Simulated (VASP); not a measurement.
Runs of VASP 6.6.1 on LiH. The structure is that of space group Pm-3m (No. 221), or close to it. The cells are those of the table. 

```csv
level,cell,k mesh,gap on the mesh (eV)
PBE,"a = 2.481 Å, 2 atoms",8 × 8 × 8,0.72
PBE,"a = 2.502 Å, 2 atoms",10 × 10 × 10,0.73
PBE,"a = 2.555 Å, 2 atoms",8 × 8 × 8,(b)
r2SCAN,"a = 2.502 Å, 2 atoms",8 × 8 × 8,1.30
PBE,"a = 2.455 Å, 2 atoms",8 × 8 × 8,(a)
r2SCAN,"a = 2.502 Å, 2 atoms",10 × 10 × 10,1.30
PBE,"a = 2.531 Å, 2 atoms",8 × 8 × 8,0.74
r2SCAN,"a = 2.451 Å, 2 atoms",8 × 8 × 8,1.27
PBE,"a = 2.506 Å, 2 atoms",8 × 8 × 8,0.73
r2SCAN,"a = 2.526 Å, 2 atoms",8 × 8 × 8,1.30
r2SCAN,"a = 2.476 Å, 2 atoms",8 × 8 × 8,1.32
r2SCAN,"a = 2.551 Å, 2 atoms",8 × 8 × 8,1.31
```

Alike in all rows: task single point; potentials or basis VASP PAW PBE potentials, release 64 (Li_sv, H); no spin polarisation; cutoff (eV) 520; smearing gaussian 0.01 eV.

Q: Fill in the values left out.

A: (a) 0.71; (b) 0.75.

A k mesh can miss the band edges.
